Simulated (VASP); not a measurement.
Input of a VASP 6.6.1 run:

Contents of POSCAR:

```
C
1.0
    2.4562483271      0.0000000000      0.0000000000
    0.0000000000      4.2529223502      0.0000000000
    0.0000000000      0.0000000000      7.1867090960
C
8
Direct
    0.5000000000      0.4166335067      0.7500276324
    0.5000000000      0.9166335067      0.2499723676
    0.5000000000      0.5833664933      0.2499723676
    0.5000000000      0.0833664933      0.7500276324
    0.0000000000      0.9166335067      0.7500276324
    0.0000000000      0.4166335067      0.2499723676
    0.0000000000      0.0833664933      0.2499723676
    0.0000000000      0.5833664933      0.7500276324
```

The input INCAR.step1:

```
SYSTEM = C
PREC = Accurate ; ENCUT = 520
ISMEAR = 0 ; SIGMA = 0.1
LREAL = .False. ; LASPH = .True.
NELM = 60 ; NBANDS = 26
GGA = PE ; ALGO = Normal
EDIFF = 1E-4 ; LWAVE = .True.
LCHARG = .False.
```

File INCAR.step2:

```
SYSTEM = C
PREC = Accurate ; ENCUT = 520
EDIFF = 1E-6 ; ISMEAR = 0
SIGMA = 0.1 ; LREAL = .False.
LASPH = .True. ; NELM = 60
ALGO = Normal ; ISIF = 2
LWAVE = .False. ; LCHARG = .False.
METAGGA = R2SCAN ; LMIXTAU = .True.
NBANDS = 26 ; ISTART = 1
```

KPOINTS

```
regular mesh
0
Gamma
  14 8 6
  0 0 0
```

Potentials or basis: VASP PAW PBE potentials, release 64 (C).

Launch:

```sh
$ cat potpaw_PBE.64/C/POTCAR > POTCAR
$ cp INCAR.step1 INCAR
$ mpirun -np 1 vasp_std > vasp.out
$ cp INCAR.step2 INCAR
$ mpirun -np 1 vasp_std > vasp.out
```

What does it give for the pressure?

0.6 GPa.

What does it give for the band gap on the k mesh?

0.09 eV.

Stress tensor (GPa, compression positive):
```
 1.15  0.00  0.00
 0.00  0.88  0.00
 0.00  0.00 -0.22
```

Caveat: the cell differs from its parent crystal (strain along c alone, the other axes held: +1.0 %, then relaxed in part); the PAW data sets were made with another functional, which shifts forces and pressure a little. A k mesh can miss the band edges.
